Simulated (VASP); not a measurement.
Here is a VASP 6.6.1 calculation.

File POSCAR:

```
Cd
1.0
   -2.8820671216      2.8820671216      1.4673064282
    2.8820671216     -2.8820671216      1.4673064282
    2.8820671216      2.8820671216     -1.4673064282
Cd
2
Direct
    0.0000000000      0.0000000000      0.0000000000
    0.7500000000      0.2500000000      0.5000000000
```

Contents of INCAR.step1:

```
  ALGO = Normal
  EDIFF = 1E-4
  ENCUT = 520
  GGA = PE
  ISMEAR = 0
  LASPH = T
  LCHARG = F
  LREAL = F
  LWAVE = T
  NBANDS = 19
  NELM = 100
  PREC = Accurate
  SIGMA = 0.1
```

Contents of INCAR.step2:

```
  ALGO = Normal
  EDIFF = 1E-6
  ENCUT = 520
  ISIF = 2
  ISMEAR = 0
  ISTART = 1
  LASPH = T
  LCHARG = F
  LMIXTAU = T
  LREAL = F
  LWAVE = F
  METAGGA = R2SCAN
  NBANDS = 19
  NELM = 100
  PREC = Accurate
  SIGMA = 0.1
```

Contents of KPOINTS:

```
k-points
0
Gamma
  6 6 6
```

Potentials or basis: VASP PAW PBE potentials, release 64 (Cd).

Command:

```console
$ cat potpaw_PBE.64/Cd/POTCAR > POTCAR
$ cp INCAR.step1 INCAR
$ mpirun -np 1 vasp_std > vasp.out
$ cp INCAR.step2 INCAR
$ mpirun -np 1 vasp_std > vasp.out
```

Problem. Estimate the band gap on the k mesh.

Solution. Zero (band 12 reaches 5.66 eV, above the bottom of band 13 at -0.38 eV).

Problem. Estimate the pressure.

Solution. 0.4 GPa.

Stress tensor (GPa, compression positive):
```
0.46 0.00 0.00
0.00 0.46 0.00
0.00 0.00 0.23
```

Caveat: the k points lie up to 0.40 Å⁻¹ apart; the PAW data sets were made with another functional, which shifts forces and pressure a little.
